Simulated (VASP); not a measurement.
# MgO (Fm-3m) in VASP: single point with PBE

Aim: the single point of MgO with PBE.

All numbers are computed with VASP 6.6.1; they aren't measurements. Logs are shortened: lines on timing, memory, paths and dates and some standing lists are left out, and cuts for length are marked.

## 1. The cell of the first run

The structure is cubic, space group Fm-3m (No. 225). Conventional cell: a = 4.222 Å, b = 4.222 Å, c = 4.222 Å, α = 90.00°, β = 90.00°, γ = 90.00°. Mg (site symmetry m-3m) has 6 O at 2.11 Å within 2.8 Å. Within 2.8 Å of O (site symmetry m-3m) lie 6 Mg at 2.11 Å.

## 2. Single point, PBE

INCAR

```
PREC = Accurate
ENCUT = 840
EDIFF = 1E-6
ISMEAR = -1
SIGMA = 0.1
LREAL = F
LASPH = T
NELM = 120
ALGO = Normal
ISIF = 2
LWAVE = F
LCHARG = F
GGA = PE
NBANDS = 15
GGA_COMPAT = F
```

KPOINTS

```
regular mesh
0
Gamma
  4 4 4
```

POSCAR

```
MgO
1.0
    0.0000000000      2.1110000000      2.1110000000
    2.1110000000      0.0000000000      2.1110000000
    2.1110000000      2.1110000000      0.0000000000
Mg O
1 1
Direct
    0.0000000000      0.0000000000      0.0000000000
    0.5000000000      0.5000000000      0.5000000000
```

Potentials or basis: VASP PAW PBE potentials, release 64 (Mg_sv, O).

Launch:

```console
$ cat potpaw_PBE.64/Mg_sv/POTCAR potpaw_PBE.64/O/POTCAR > POTCAR
$ mpirun -np 1 vasp_std > vasp.out
```

OUTCAR:

```text
PREC = Accurate
   ENCUT = 840
   EDIFF = 1E-6
   ISMEAR = -1
   LREAL = F
   LASPH = T
   NELM = 120
   ISIF = 2
   GGA = PE

 ion  position               nearest neighbor table
   1  0.000  0.000  0.000-   2 2.11   2 2.11   2 2.11   2 2.11   2 2.11   2 2.11
   2  0.500  0.500  0.500-   1 2.11   1 2.11   1 2.11   1 2.11   1 2.11   1 2.11

  LATTYP: Found a face centered cubic cell.
 ALAT       =     4.2220000000

  Lattice vectors:

 A1 = (   0.0000000000,   2.1110000000,   2.1110000000)
 A2 = (   2.1110000000,   0.0000000000,   2.1110000000)
 A3 = (   2.1110000000,   2.1110000000,   0.0000000000)

Analysis of symmetry for initial positions (statically):
=====================================================================
 Subroutine PRICEL returns:
 Original cell was already a primitive cell.

 Routine SETGRP: Setting up the symmetry group for a
 face centered cubic supercell.

 Subroutine GETGRP returns: Found 48 space group operations
 (whereof 48 operations were pure point group operations)
 out of a pool of 48 trial point group operations.

The static configuration has the point symmetry O_h .

Analysis of symmetry for dynamics (positions and initial velocities):
=====================================================================
 Subroutine PRICEL returns:
 Original cell was already a primitive cell.

 Routine SETGRP: Setting up the symmetry group for a
 face centered cubic supercell.

 Subroutine GETGRP returns: Found 48 space group operations
 (whereof 48 operations were pure point group operations)
 out of a pool of 48 trial point group operations.

The dynamic configuration has the point symmetry O_h .

 Subroutine INISYM returns: Found 48 space group operations
 (whereof 48 operations are pure point group operations),
 and found     1 'primitive' translations

----------------------------------------------------------------------------------------

                                     Primitive cell

  volume of cell :      18.8146

  direct lattice vectors                    reciprocal lattice vectors
     0.000000000  2.111000000  2.111000000    -0.236854571  0.236854571  0.236854571
     2.111000000  0.000000000  2.111000000     0.236854571 -0.236854571  0.236854571
     2.111000000  2.111000000  0.000000000     0.236854571  0.236854571 -0.236854571

  length of vectors
     2.985404830  2.985404830  2.985404830     0.410244151  0.410244151  0.410244151

  position of ions in fractional coordinates (direct lattice)
     0.000000000  0.000000000  0.000000000
     0.500000000  0.500000000  0.500000000

  ion indices of the primitive-cell ions
   primitive index   ion index
                 1           1
                 2           2

----------------------------------------------------------------------------------------

 KPOINTS: regular mesh

Automatic generation of k-mesh.
 Grid dimensions read from file:
 generate k-points for:    4    4    4

 Generating k-lattice:

  Cartesian coordinates                     Fractional coordinates (reciprocal lattice)
    -0.059213643  0.059213643  0.059213643     0.250000000  0.000000000  0.000000000
     0.059213643 -0.059213643  0.059213643     0.000000000  0.250000000  0.000000000
     0.059213643  0.059213643 -0.059213643     0.000000000  0.000000000  0.250000000

  Length of vectors
     0.102561038  0.102561038  0.102561038

  Shift w.r.t. Gamma in fractional coordinates (k-lattice)
     0.000000000  0.000000000  0.000000000

 Subroutine IBZKPT returns following result:
 ===========================================

 Found      8 irreducible k-points:

 Following reciprocal coordinates:
            Coordinates               Weight
  0.000000  0.000000  0.000000      1.000000
  0.250000  0.000000  0.000000      8.000000
  0.500000  0.000000  0.000000      4.000000
  0.250000  0.250000  0.000000      6.000000
  0.500000  0.250000  0.000000     24.000000
 -0.250000  0.250000  0.000000     12.000000
  0.500000  0.500000  0.000000      3.000000
 -0.250000  0.500000  0.250000      6.000000
   k-points           NKPTS =      8   k-points in BZ     NKDIM =      8   number of bands    NBANDS=     15
   number of dos      NEDOS =    301   number of ions     NIONS =      2
   total plane-waves  NPLWV =  21952
   dimension x,y,z NGX =    28 NGY =   28 NGZ =   28
   dimension x,y,z NGXF=    56 NGYF=   56 NGZF=   56
   ions per type =               1   1
   NGX,Y,Z   is equivalent  to a cutoff of  15.59, 15.59, 15.59 a.u.
   NGXF,Y,Z  is equivalent  to a cutoff of  31.18, 31.18, 31.18 a.u.
 SYSTEM =  unknown system
   PREC   = accura    normal or accurate (medium, high low for compatibility)
   ISTART =      0    job   : 0-new  1-cont  2-samecut
   ICHARG =      2    charge: 1-file 2-atom 10-const
   ISPIN  =      1    spin polarized calculation?
   LNONCOLLINEAR =      F non collinear calculations
   LSORBIT =      F    spin-orbit coupling
   LASPH  =      T    aspherical Exc in radial PAW
   ENCUT  =  840.0 eV  61.74 Ry    7.86 a.u.   7.06  7.06  7.06*2*pi/ulx,y,z
   NELM   =    120;   NELMIN=  2; NELMDL= -5     # of ELM steps
   EDIFF  = 0.1E-05   stopping-criterion for ELM
   LREAL  =      F    real-space projection
   EDIFFG = 0.1E-04   stopping-criterion for IOM
   NSW    =      0    number of steps for IOM
   IBRION =     -1    ionic relax: 0-MD 1-quasi-New 2-CG
   NFREE  =      0    steps in history (QN), initial steepest desc. (CG)
   ISIF   =      2    stress and relaxation
   ISYM   =      2    0-nonsym 1-usesym 2-fastsym
   POTIM  = 0.5000    time-step for ionic-motion
   TEBEG  =    0.0;   TEEND  =   0.0 temperature during run
   PSTRESS=    0.0 pullay stress
   NELECT =      16.0000    total number of electrons
   NUPDOWN=      -1.0000    fix difference up-down
   EMIN   =  10.00;   EMAX   =-10.00  energy-range for DOS
   EFERMI =   0.00;   METHOD = LEGACY
   ISMEAR =    -1;   SIGMA  =   0.10  broadening in eV -4-tet -1-fermi 0-gaus
   EFERMI_NEDOS =   21; number of points for ismear=-14 and -15
   IALGO  =     38    algorithm
   IMIX   =      4    mixing-type and parameters
     AMIX     =   0.40;   BMIX     =  1.00
     AMIX_MAG =   1.60;   BMIX_MAG =  1.00
  volume/ion in A,a.u.               =       9.41        63.48
  Fermi-wavevector in a.u.,A,eV,Ry     =   1.551017  2.930997 32.730911  2.405654
  Thomas-Fermi vector in A             =   2.655597
   LORBIT       =      0    0 simple, 1 ext, 2 COOP (PROOUT), +10 PAW based schemes
   GGA     = PE    functional components
   LHFCALC =     F    Hartree Fock is set to
   AEXX    =    0.0000 exact exchange contribution
   IVDW    =     0    specifies the selected vdW correction
   LEPSILON=     F    determine dielectric tensor
   LRPA    =     F    only Hartree local field effects (RPA)
 non-spin polarized calculation
  energy-cutoff  :      840.00
  volume of cell :       18.81
 maximum number of plane-waves:      1056
   NGX = 15   NGY = 15   NGZ = 15

 number of electron      15.9999996 magnetization

 Free energy of the ion-electron system (eV)
  ---------------------------------------------------
  ext. energy  EPLUGINS =         0.00000000
  ---------------------------------------------------
  free energy    TOTEN  =       -11.86602024 eV

  energy without entropy =      -11.86602024  energy(sigma->0) =      -11.86602024

 E-fermi :   5.1240     XC(G=0): -11.3525

 val. band max:        2.8801704312   @ k =   0.0000   0.0000   0.0000
 cond. band min:       7.5436558642   @ k =   0.0000   0.0000   0.0000
 fundamental gap:      4.6634854329
 Fermi energy:         5.1240087441

 k-point     1 :       0.0000    0.0000    0.0000
  band No.  band energies     occupation
      1     -69.4333      2.00000
      2     -36.1589      2.00000
      3     -36.1589      2.00000
      4     -36.1589      2.00000
      5     -14.3345      2.00000
      6       2.8802      2.00000
      7       2.8802      2.00000
      8       2.8802      2.00000
      9       7.5437      0.00000
     10      18.6331      0.00000
     11      18.6331      0.00000
     12      18.6331      0.00000
     13      22.5294      0.00000
     14      24.2997      0.00000
     15      24.2997      0.00000

 k-point     2 :       0.2500    0.0000    0.0000
  band No.  band energies     occupation
      1     -69.4291      2.00000
      2     -36.2013      2.00000
      3     -36.1632      2.00000
      4     -36.1632      2.00000
      5     -13.7394      2.00000
      6       0.2356      2.00000
      7       2.5423      2.00000
      8       2.5423      2.00000
      9       9.9077      0.00000
     10      15.4079      0.00000
     11      19.4745      0.00000
     12      19.4745      0.00000
     13      22.9406      0.00000
     14      22.9406      0.00000
     15      24.7982      0.00000

 k-point     3 :       0.5000    0.0000    0.0000
  band No.  band energies     occupation
      1     -69.4252      2.00000
      2     -36.2432      2.00000
      3     -36.1676      2.00000
      4     -36.1676      2.00000
      5     -13.0381      2.00000
      6      -1.7042      2.00000
      7       2.2320      2.00000
      8       2.2320      2.00000
      9      10.7317      0.00000
     10      15.4136      0.00000
     11      19.1264      0.00000
     12      19.1264      0.00000
     13      23.7121      0.00000
     14      25.2847      0.00000
     15      25.2847      0.00000
[... 55 lines left out ...]
 k-point     7 :       0.5000    0.5000    0.0000
  band No.  band energies     occupation
      1     -69.4222      2.00000
      2     -36.2303      2.00000
      3     -36.1870      2.00000
      4     -36.1870      2.00000
      5     -12.8223      2.00000
      6      -1.1499      2.00000
      7       1.5481      2.00000
      8       1.5481      2.00000
      9      11.9849      0.00000
     10      12.7928      0.00000
     11      15.9044      0.00000
     12      21.7574      0.00000
     13      21.7574      0.00000
     14      28.0608      0.00000
     15      29.6225      0.00000

 k-point     8 :      -0.2500    0.5000    0.2500
  band No.  band energies     occupation
      1     -69.4223      2.00000
      2     -36.2086      2.00000
      3     -36.2086      2.00000
      4     -36.1891      2.00000
      5     -12.7591      2.00000
      6      -0.0376      2.00000
      7      -0.0376      2.00000
      8       1.1225      2.00000
      9      14.4775      0.00000
     10      14.4775      0.00000
     11      14.9871      0.00000
     12      18.3048      0.00000
     13      24.7389      0.00000
     14      24.7389      0.00000
     15      29.0881      0.00000

------------------------ aborting loop because EDIFF is reached ----------------------------------------

  FORCE on cell =-STRESS in cart. coord.  units (eV):
  Direction    XX          YY          ZZ          XY          YZ          ZX
  --------------------------------------------------------------------------------------
  -------------------------------------------------------------------------------------
  Total        0.4239817      0.4239817      0.4239817      0.0000000      0.0000000     -0.0000000
  in kB       36.1046353     36.1046353     36.1046353      0.0000000      0.0000000     -0.0000000
  external PRESSURE =      36.1046353 kB  Pullay stress =       0.0000000 kB

 VOLUME and BASIS-vectors are now :
 -----------------------------------------------------------------------------
  energy-cutoff  :      840.00
  volume of cell :       18.81
      direct lattice vectors                 reciprocal lattice vectors
     0.000000000  2.111000000  2.111000000    -0.236854571  0.236854571  0.236854571
     2.111000000  0.000000000  2.111000000     0.236854571 -0.236854571  0.236854571
     2.111000000  2.111000000  0.000000000     0.236854571  0.236854571 -0.236854571

 POSITION                                       TOTAL-FORCE (eV/Angst)
 -----------------------------------------------------------------------------------
      0.00000      0.00000      0.00000        -0.000000     -0.000000     -0.000000
      2.11100      2.11100      2.11100         0.000000      0.000000      0.000000
 -----------------------------------------------------------------------------------
    total drift:                                0.000000      0.000000      0.000000

  FREE ENERGIE OF THE ION-ELECTRON SYSTEM (eV)
  ---------------------------------------------------
  free  energy   TOTEN  =       -11.8660202410 eV

  energy  without entropy=      -11.8660202410  energy(sigma->0) =      -11.86602024
```

Wall time 4.3 s (1 thread of AMD EPYC 7R13 (Zen 3), shared host); peak memory 0.12 GiB.

Results:

```
Free energy            : -11.8660 eV
Pressure               : 3.6 GPa
Band gap on the k mesh : 4.66 eV
```

Caveat: the k points lie up to 0.64 Å⁻¹ apart. As with any semilocal functional, this PBE gap is likely too small.
